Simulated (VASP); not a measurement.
# WS2 in VASP: further runs

Runs on WS2. Level: PBE+D3(BJ). Tasks: single point.

Everything below comes from runs of VASP 6.6.1. Logs are shortened: lines on timing, memory, paths and dates and some standing lists are left out, and cuts for length are marked.

## (1) The cell of the first run

The cell holds a slab with vacuum, 6 atoms: a = 3.184 Å, b = 3.184 Å, c = 38.070 Å, α = 90.00°, β = 90.00°, γ = 120.00°.

## (2) Single point, PBE+D3(BJ)

File INCAR:

```
SYSTEM = WS2
PREC = Accurate ; ENCUT = 400
EDIFF = 1E-6 ; ISMEAR = 0
SIGMA = 0.05 ; LREAL = .FALSE.
LASPH = .TRUE. ; NELM = 120
ALGO = Normal ; ISIF = 2
LWAVE = .FALSE. ; LCHARG = .FALSE.
LDIPOL = .TRUE. ; IDIPOL = 3
DIPOL = 0.5 0.5 0.500 ; GGA = PE
IVDW = 12 ; NBANDS = 35
GGA_COMPAT = .FALSE. ; NELMDL = -8
```

File KPOINTS:

```
regular mesh
0
G
  9 9 1
  0 0 0
```

File POSCAR:

```
WS2
1.0
    3.1835163594      0.0000000000      0.0000000000
   -1.5917581797      2.7570060406      0.0000000000
    0.0000000000      0.0000000000     38.0695018864
S W
4 2
Direct
    0.6666666667      0.3333333333      0.2362583978
    0.6666666667      0.3333333333      0.3186096936
    0.6666666667      0.3333333333      0.6813902470
    0.6666666667      0.3333333333      0.7637415585
    0.3333333333      0.6666666667      0.2774341455
    0.3333333333      0.6666666667      0.7225659577
```

Potentials or basis: VASP PAW PBE potentials, release 64 (S, W_sv).

On the command line:

```bash
$ cat potpaw_PBE.64/S/POTCAR potpaw_PBE.64/W_sv/POTCAR > POTCAR
$ mpirun -np 1 vasp_std > vasp.out
```

OUTCAR:

```text
SYSTEM = WS2
   PREC = Accurate
   ENCUT = 400
   EDIFF = 1E-6
   ISMEAR = 0
   LREAL = .FALSE.
   LASPH = .TRUE.
   NELM = 120
   ISIF = 2
   GGA = PE
   IVDW = 12
   NELMDL = -8
 IVDW          = 12

 ion  position               nearest neighbor table
   1  0.667  0.333  0.236-   5 2.42   5 2.42   5 2.42
   2  0.667  0.333  0.319-   5 2.42   5 2.42   5 2.42
   3  0.667  0.333  0.681-   6 2.42   6 2.42   6 2.42
   4  0.667  0.333  0.764-   6 2.42   6 2.42   6 2.42
   5  0.333  0.667  0.277-   2 2.42   2 2.42   2 2.42   1 2.42   1 2.42   1 2.42
   6  0.333  0.667  0.723-   4 2.42   4 2.42   4 2.42   3 2.42   3 2.42   3 2.42

  LATTYP: Found a hexagonal cell.
 ALAT       =     3.1835163594
 C/A-ratio  =    11.9583182835

  Lattice vectors:

 A1 = (   3.1835163594,   0.0000000000,   0.0000000000)
 A2 = (  -1.5917581797,   2.7570060406,   0.0000000000)
 A3 = (   0.0000000000,   0.0000000000,  38.0695018864)

Analysis of symmetry for initial positions (statically):
=====================================================================
 Subroutine PRICEL returns:
 Original cell was already a primitive cell.

 Routine SETGRP: Setting up the symmetry group for a
 hexagonal supercell.

 Subroutine GETGRP returns: Found 12 space group operations
 (whereof 12 operations were pure point group operations)
 out of a pool of 24 trial point group operations.

The static configuration has the point symmetry D_3h.

Analysis of symmetry for dynamics (positions and initial velocities):
=====================================================================
 Subroutine PRICEL returns:
 Original cell was already a primitive cell.

 Routine SETGRP: Setting up the symmetry group for a
 hexagonal supercell.

 Subroutine GETGRP returns: Found 12 space group operations
 (whereof 12 operations were pure point group operations)
 out of a pool of 24 trial point group operations.

The dynamic configuration has the point symmetry D_3h.

 Subroutine INISYM returns: Found 12 space group operations
 (whereof 12 operations are pure point group operations),
 and found     1 'primitive' translations

----------------------------------------------------------------------------------------

                                     Primitive cell

  volume of cell :     334.1350

  direct lattice vectors                    reciprocal lattice vectors
     3.183516359  0.000000000  0.000000000     0.314118065  0.181356150  0.000000000
    -1.591758180  2.757006041  0.000000000     0.000000000  0.362712299  0.000000000
     0.000000000  0.000000000 38.069501886     0.000000000  0.000000000  0.026267746

  length of vectors
     3.183516359  3.183516359 38.069501886     0.362712299  0.362712299  0.026267746

  position of ions in fractional coordinates (direct lattice)
     0.666666667  0.333333333  0.236258398
     0.666666667  0.333333333  0.318609694
     0.666666667  0.333333333  0.681390247
     0.666666667  0.333333333  0.763741559
     0.333333333  0.666666667  0.277434146
     0.333333333  0.666666667  0.722565958

  ion indices of the primitive-cell ions
   primitive index   ion index
                 1           1
                 2           2
                 3           3
                 4           4
                 5           5
                 6           6

----------------------------------------------------------------------------------------

 KPOINTS: regular mesh

Automatic generation of k-mesh.
 Grid dimensions read from file:
 generate k-points for:    9    9    1

 Generating k-lattice:

  Cartesian coordinates                     Fractional coordinates (reciprocal lattice)
     0.034902007  0.020150683  0.000000000     0.111111111  0.000000000  0.000000000
     0.000000000  0.040301367  0.000000000     0.000000000  0.111111111  0.000000000
     0.000000000  0.000000000  0.026267746     0.000000000  0.000000000  1.000000000

  Length of vectors
     0.040301367  0.040301367  0.026267746

  Shift w.r.t. Gamma in fractional coordinates (k-lattice)
     0.000000000  0.000000000  0.000000000

 Subroutine IBZKPT returns following result:
 ===========================================

 Found     12 irreducible k-points:

 Following reciprocal coordinates:
            Coordinates               Weight
  0.000000  0.000000  0.000000      1.000000
  0.111111 -0.000000  0.000000      6.000000
  0.222222 -0.000000  0.000000      6.000000
  0.333333 -0.000000  0.000000      6.000000
  0.444444 -0.000000  0.000000      6.000000
  0.111111  0.111111  0.000000      6.000000
  0.222222  0.111111  0.000000     12.000000
  0.333333  0.111111  0.000000     12.000000
  0.444444  0.111111  0.000000      6.000000
  0.222222  0.222222  0.000000      6.000000
  0.333333  0.222222  0.000000     12.000000
  0.333333  0.333333  0.000000      2.000000
   k-points           NKPTS =     12   k-points in BZ     NKDIM =     12   number of bands    NBANDS=     35
   number of dos      NEDOS =    301   number of ions     NIONS =      6
   total plane-waves  NPLWV = 144000
   dimension x,y,z NGX =    24 NGY =   24 NGZ =  250
   dimension x,y,z NGXF=    48 NGYF=   48 NGZF=  500
   ions per type =               4   2
   NGX,Y,Z   is equivalent  to a cutoff of  12.53, 12.53, 10.92 a.u.
   NGXF,Y,Z  is equivalent  to a cutoff of  25.07, 25.07, 21.83 a.u.
 SYSTEM =  WS2
   PREC   = accura    normal or accurate (medium, high low for compatibility)
   ISTART =      0    job   : 0-new  1-cont  2-samecut
   ICHARG =      2    charge: 1-file 2-atom 10-const
   ISPIN  =      1    spin polarized calculation?
   LNONCOLLINEAR =      F non collinear calculations
   LSORBIT =      F    spin-orbit coupling
   LASPH  =      T    aspherical Exc in radial PAW
   ENCUT  =  400.0 eV  29.40 Ry    5.42 a.u.   5.19  5.19 62.08*2*pi/ulx,y,z
   NELM   =    120;   NELMIN=  2; NELMDL= -8     # of ELM steps
   EDIFF  = 0.1E-05   stopping-criterion for ELM
   LREAL  =      F    real-space projection
   EDIFFG = 0.1E-04   stopping-criterion for IOM
   NSW    =      0    number of steps for IOM
   IBRION =     -1    ionic relax: 0-MD 1-quasi-New 2-CG
   NFREE  =      0    steps in history (QN), initial steepest desc. (CG)
   ISIF   =      2    stress and relaxation
   ISYM   =      2    0-nonsym 1-usesym 2-fastsym
   POTIM  = 0.5000    time-step for ionic-motion
   TEBEG  =    0.0;   TEEND  =   0.0 temperature during run
   PSTRESS=    0.0 pullay stress
   NELECT =      52.0000    total number of electrons
   NUPDOWN=      -1.0000    fix difference up-down
   EMIN   =  10.00;   EMAX   =-10.00  energy-range for DOS
   EFERMI =   0.00;   METHOD = LEGACY
   ISMEAR =     0;   SIGMA  =   0.05  broadening in eV -4-tet -1-fermi 0-gaus
   EFERMI_NEDOS =   21; number of points for ismear=-14 and -15
   IALGO  =     38    algorithm
   IMIX   =      4    mixing-type and parameters
     AMIX     =   0.40;   BMIX     =  1.00
     AMIX_MAG =   1.60;   BMIX_MAG =  1.00
  volume/ion in A,a.u.               =      55.69       375.81
  Fermi-wavevector in a.u.,A,eV,Ry     =   0.880580  1.664054 10.550235  0.775420
  Thomas-Fermi vector in A             =   2.000959
   LORBIT       =      0    0 simple, 1 ext, 2 COOP (PROOUT), +10 PAW based schemes
   GGA     = PE    functional components
   LHFCALC =     F    Hartree Fock is set to
   AEXX    =    0.0000 exact exchange contribution
   IVDW    =    12    specifies the selected vdW correction
   LEPSILON=     F    determine dielectric tensor
   LRPA    =     F    only Hartree local field effects (RPA)
 non-spin polarized calculation
 Gauss-broadening in eV      SIGMA  =   0.05
  energy-cutoff  :      400.00
  volume of cell :      334.14
 maximum number of plane-waves:      6103
 NGX is ok and might be reduce to    24
   NGX = 11   NGY = 11   NGZ =125

 number of electron      52.0000002 magnetization

 dipolmoment           0.000000      0.000000     -0.000011 electrons x Angstroem

 Free energy of the ion-electron system (eV)
  ---------------------------------------------------
  ext. energy  EPLUGINS =         0.00000000
  ---------------------------------------------------
  free energy    TOTEN  =       -47.34555657 eV

  energy without entropy =      -47.34555657  energy(sigma->0) =      -47.34555657

 E-fermi :  -1.3686     XC(G=0):  -4.0499

 val. band max:       -1.6952878757   @ k =   0.3333   0.3333   0.0000
 cond. band min:       0.1217879018   @ k =   0.3333   0.3333   0.0000
 fundamental gap:      1.8170757776
 Fermi energy:        -1.3686363239

 k-point     1 :       0.0000    0.0000    0.0000
  band No.  band energies     occupation
      1     -75.7253      2.00000
      2     -75.7252      2.00000
      3     -39.9580      2.00000
      4     -39.9579      2.00000
      5     -39.8105      2.00000
      6     -39.8105      2.00000
[... 27 lines left out ...]
     34       1.3475      0.00000
     35       3.2622      0.00000

 k-point     2 :       0.1111   -0.0000    0.0000
  band No.  band energies     occupation
      1     -75.7234      2.00000
      2     -75.7233      2.00000
      3     -39.9509      2.00000
      4     -39.9508      2.00000
      5     -39.8500      2.00000
      6     -39.8499      2.00000
[... 27 lines left out ...]
     34       1.5488      0.00000
     35       3.7020      0.00000

 k-point     3 :       0.2222   -0.0000    0.0000
  band No.  band energies     occupation
      1     -75.7184      2.00000
      2     -75.7183      2.00000
      3     -39.9488      2.00000
      4     -39.9487      2.00000
      5     -39.9329      2.00000
      6     -39.9328      2.00000
[... 27 lines left out ...]
     34       2.2442      0.00000
     35       4.4076      0.00000

 k-point     4 :       0.3333   -0.0000    0.0000
  band No.  band energies     occupation
      1     -75.7128      2.00000
      2     -75.7128      2.00000
      3     -40.0591      2.00000
      4     -40.0591      2.00000
      5     -39.9124      2.00000
      6     -39.9123      2.00000
[... 27 lines left out ...]
     34       2.7730      0.00000
     35       4.9536      0.00000

 k-point     5 :       0.4444   -0.0000    0.0000
  band No.  band energies     occupation
      1     -75.7092      2.00000
      2     -75.7091      2.00000
      3     -40.1300      2.00000
      4     -40.1300      2.00000
      5     -39.8990      2.00000
      6     -39.8989      2.00000
[... 27 lines left out ...]
     34       3.0052      0.00000
     35       3.7255      0.00000

 k-point     6 :       0.1111    0.1111    0.0000
  band No.  band energies     occupation
      1     -75.7199      2.00000
      2     -75.7199      2.00000
      3     -39.9384      2.00000
      4     -39.9383      2.00000
      5     -39.9156      2.00000
      6     -39.9155      2.00000
[... 27 lines left out ...]
     34       2.1702      0.00000
     35       4.2252      0.00000

 k-point     7 :       0.2222    0.1111    0.0000
  band No.  band energies     occupation
      1     -75.7147      2.00000
      2     -75.7146      2.00000
      3     -40.0120      2.00000
      4     -40.0120      2.00000
      5     -39.9191      2.00000
      6     -39.9190      2.00000
[... 27 lines left out ...]
     34       2.8191      0.00000
     35       5.0595      0.00000

 k-point     8 :       0.3333    0.1111    0.0000
  band No.  band energies     occupation
      1     -75.7100      2.00000
      2     -75.7100      2.00000
      3     -40.0951      2.00000
      4     -40.0950      2.00000
      5     -39.9021      2.00000
      6     -39.9020      2.00000
[... 27 lines left out ...]
     34       2.9840      0.00000
     35       4.6946      0.00000

 k-point     9 :       0.4444    0.1111    0.0000
  band No.  band energies     occupation
      1     -75.7082      2.00000
      2     -75.7081      2.00000
      3     -40.1275      2.00000
      4     -40.1274      2.00000
      5     -39.9129      2.00000
      6     -39.9128      2.00000
[... 27 lines left out ...]
     34       2.7351      0.00000
     35       3.7280      0.00000

 k-point    10 :       0.2222    0.2222    0.0000
  band No.  band energies     occupation
      1     -75.7104      2.00000
      2     -75.7103      2.00000
      3     -40.0654      2.00000
      4     -40.0653      2.00000
      5     -39.9236      2.00000
      6     -39.9235      2.00000
[... 27 lines left out ...]
     34       3.2613      0.00000
     35       5.5166      0.00000

 k-point    11 :       0.3333    0.2222    0.0000
  band No.  band energies     occupation
      1     -75.7076      2.00000
      2     -75.7075      2.00000
      3     -40.0909      2.00000
      4     -40.0908      2.00000
      5     -39.9661      2.00000
      6     -39.9661      2.00000
[... 27 lines left out ...]
     34       3.4559      0.00000
     35       4.6192      0.00000

 k-point    12 :       0.3333    0.3333    0.0000
  band No.  band energies     occupation
      1     -75.7066      2.00000
      2     -75.7065      2.00000
      3     -40.0569      2.00000
      4     -40.0568      2.00000
      5     -40.0242      2.00000
      6     -40.0242      2.00000
[... 27 lines left out ...]
     34       3.8467      0.00000
     35       4.9593      0.00000

------------------------ aborting loop because EDIFF is reached ----------------------------------------

 vacuum level on the upper side and lower side of the slab       (xc-potential included)        -0.150        -0.150

 Edisp (eV)   -1.83679

 E8    (eV) :    -0.8250

  FORCE on cell =-STRESS in cart. coord.  units (eV):
  Direction    XX          YY          ZZ          XY          YZ          ZX
  --------------------------------------------------------------------------------------
  -------------------------------------------------------------------------------------
  Total      -1.50201    -1.50201    -0.04387     0.00000     0.00000     0.00000
  in kB      -7.20215    -7.20215    -0.21035     0.00000     0.00000     0.00000
  external pressure =       -4.87 kB  Pullay stress =        0.00 kB

 VOLUME and BASIS-vectors are now :
 -----------------------------------------------------------------------------
  energy-cutoff  :      400.00
  volume of cell :      334.14
      direct lattice vectors                 reciprocal lattice vectors
     3.183516359  0.000000000  0.000000000     0.314118065  0.181356150  0.000000000
    -1.591758180  2.757006041  0.000000000     0.000000000  0.362712299  0.000000000
     0.000000000  0.000000000 38.069501886     0.000000000  0.000000000  0.026267746

 POSITION                                       TOTAL-FORCE (eV/Angst)
 -----------------------------------------------------------------------------------
      1.59176      0.91900      8.99424         0.000000      0.000000     -0.004498
      1.59176      0.91900     12.12931        -0.000000      0.000000      0.004417
      1.59176      0.91900     25.94019        -0.000000      0.000000     -0.004417
      1.59176      0.91900     29.07526         0.000000     -0.000000      0.004498
     -0.00000      1.83800     10.56178        -0.000000     -0.000000     -0.000094
     -0.00000      1.83800     27.50773        -0.000000     -0.000000      0.000094
 -----------------------------------------------------------------------------------
    total drift:                               -0.000000      0.000000     -0.005282

  FREE ENERGIE OF THE ION-ELECTRON SYSTEM (eV)
  ---------------------------------------------------
  free  energy   TOTEN  =       -49.1823425351 eV

  energy  without entropy=      -49.1823425351  energy(sigma->0) =      -49.18234254

 vacuum level on the upper side and lower side of the slab         3.895         3.895
```

Run time: 2.7 min. Hardware: 1 thread of Intel Xeon Platinum 8488C (Sapphire Rapids), shared host; peak memory 0.39 GiB.

What came out:

```yaml
Free_energy: -49.1823 eV
Largest_force: 0.004 eV/Å
Band_gap_on_the_k_mesh: 1.82 eV
Dispersion_energy_per_atom: -0.306 eV
```

Forces on the atoms (eV/Å):
```
S    0.000  0.000 -0.004
S    0.000  0.000  0.004
S    0.000  0.000 -0.004
S    0.000  0.000  0.004
W    0.000  0.000  0.000
W    0.000  0.000  0.000
```

Levels at points of the mesh, in eV from the valence-band top:
```tsv
k point	band 24	band 25	band 26	band 27	band 28	band 29
(0.00, 0.00, 0.00)	-1.62	-0.04	-0.04	2.88	2.88	2.88
```

Caveat: spin-orbit coupling is left out, which moves the levels of the heavy elements.

## (3) Single point, PBE+D3(BJ)

File INCAR:

```
SYSTEM = WS2
ALGO = Normal
DIPOL = 0.5 0.5 0.500
EDIFF = 1E-6
ENCUT = 400
GGA = PE
GGA_COMPAT = .FALSE.
IDIPOL = 3
ISIF = 2
ISMEAR = 0
IVDW = 12
LASPH = .TRUE.
LCHARG = .FALSE.
LDIPOL = .TRUE.
LREAL = .FALSE.
LWAVE = .FALSE.
NBANDS = 35
NELM = 120
NELMDL = -8
PREC = Accurate
SIGMA = 0.05
```

File KPOINTS:

```
k-points
0
G
  27 27 1
  0 0 0
```

File POSCAR:

```
WS2
1.0
    3.1835163600      0.0000000000      0.0000000000
   -1.5917581800      2.7570060400      0.0000000000
    0.0000000000      0.0000000000     38.0695018864
S W
4 2
Direct
    0.6666666666      0.3333333334      0.2362583978
    0.6666666666      0.3333333334      0.3186096936
    0.6666666666      0.3333333334      0.6813902470
    0.6666666666      0.3333333334      0.7637415585
    0.3333333334      0.6666666668      0.2774341455
    0.3333333334      0.6666666668      0.7225659577
```

Potentials or basis: VASP PAW PBE potentials, release 64 (S, W_sv).

On the command line:

```bash
$ cat potpaw_PBE.64/S/POTCAR potpaw_PBE.64/W_sv/POTCAR > POTCAR
$ mpirun -np 1 vasp_std > vasp.out
```

It took 15 min on 1 thread of Intel Xeon Platinum 8488C (Sapphire Rapids), shared host; peak memory 0.67 GiB.

It converged, with:

| Quantity | Value |
| --- | --- |
| Free energy | -49.1827 eV |
| Largest force | 0.004 eV/Å |
| Band gap on the k mesh | 1.82 eV |
| Dispersion energy per atom | -0.306 eV |

Forces on the atoms (eV/Å):
```
S    0.000  0.000 -0.004
S    0.000  0.000  0.004
S    0.000  0.000 -0.004
S    0.000  0.000  0.004
W    0.000  0.000  0.000
W    0.000  0.000  0.000
```

Levels at points of the mesh, in eV from the valence-band top:
```csv
k point,band 23,band 24,band 25,band 26,band 27,band 28,band 29,band 30
"(0.00, 0.00, 0.00)",-1.62,-1.62,-0.04,-0.04,2.88,2.88,2.88,2.88
```

Caveat: spin-orbit coupling is left out, which moves the levels of the heavy elements.
